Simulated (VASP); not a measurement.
**TiBr: relaxation of cell and atoms with PBE**

The system is TiBr.

```
Ti Br
1.0
     3.26478    0.00000    0.00000
     0.00000    3.26478    0.00000
     0.00000    0.00000    3.26478
Ti Br
1 1
Cartesian
  0.0000 0.0000 0.0000
  1.6324 1.6324 1.6324
```

- Program: VASP 6.6.1
- Task: relaxation of cell and atoms
- Functional: PBE
- Potentials or basis: VASP PAW PBE potentials, release 64 (Ti_sv, Br)
- Cutoff: 600 eV
- k mesh: 18 × 18 × 18
- Occupations: gaussian, width 0.1 eV
- Spin: no spin polarisation
- Dipole correction: no
- Further INCAR settings: ALGO = Normal; EDIFF = 1e-07; IBRION = 2; EDIFFG = -0.01; NSW = 100; ISIF = 3

The relaxed volume is 17.49 Å³/atom, the relaxed cell is a = 3.270 Å, b = 3.270 Å, c = 3.270 Å, α = 90.00°, β = 90.00°, γ = 90.00° and the space group after relaxing (to 0.05 Å) is Pm-3m (No. 221). The energy gained by relaxing is 0.1 meV/atom, the ionic steps are 2 and the pressure after relaxing is -0.1 GPa.

The path:
| step | energy change (eV) | largest force (eV/Å) | pressure (GPa) | volume (Å³) |
| --- | --- | --- | --- | --- |
| 1 | 0.0000 | 0.0000 | 0.32 | 34.80 |
| 2 | -0.0001 | 0.0000 | -0.08 | 34.97 |

Final structure:
```cif
data_structure
_symmetry_space_group_name_H-M 'P 1'
_symmetry_Int_Tables_number 1
_cell_length_a 3.2703
_cell_length_b 3.2703
_cell_length_c 3.2703
_cell_angle_alpha 90.000
_cell_angle_beta 90.000
_cell_angle_gamma 90.000
_cell_volume 34.97
loop_
_atom_site_label
_atom_site_type_symbol
_atom_site_fract_x
_atom_site_fract_y
_atom_site_fract_z
_atom_site_occupancy
Ti1 Ti 0.00000 0.00000 0.00000 1
Br1 Br 0.50000 0.50000 0.50000 1
```

Levels at points of the mesh, in eV from the Fermi level:
| k point | band 5 | band 6 | band 7 | band 8 | band 9 | band 10 | band 11 | band 12 | band 13 |
| --- | --- | --- | --- | --- | --- | --- | --- | --- | --- |
| (0.00, 0.00, 0.00) | -19.36 | -4.91 | -4.91 | -4.91 | -2.18 | -2.18 | -0.12 | 0.98 | 0.98 |
| (0.50, 0.00, 0.00) | -18.49 | -9.56 | -5.05 | -5.05 | -1.25 | 1.20 | 1.40 | 1.97 | 1.97 |
| (0.50, 0.50, 0.00) | -18.01 | -8.13 | -8.13 | -3.87 | -2.40 | -0.12 | -0.11 | -0.11 | 1.84 |
| (0.50, 0.50, 0.50) | -17.29 | -8.15 | -8.15 | -8.15 | 1.31 | 1.31 | 1.31 | 1.90 | 1.90 |

Wall time 68 s on 1 thread of Intel(R) Xeon(R) 6975P-C (Granite Rapids) (shared host), peak memory 0.27 GiB.

Caveat: an odd number of electrons without spin polarisation forces a metal; a magnetic or distorted state may lie lower; semilocal functionals often make such compounds metallic where correlation or magnetic order opens a gap, which also shifts bond lengths.
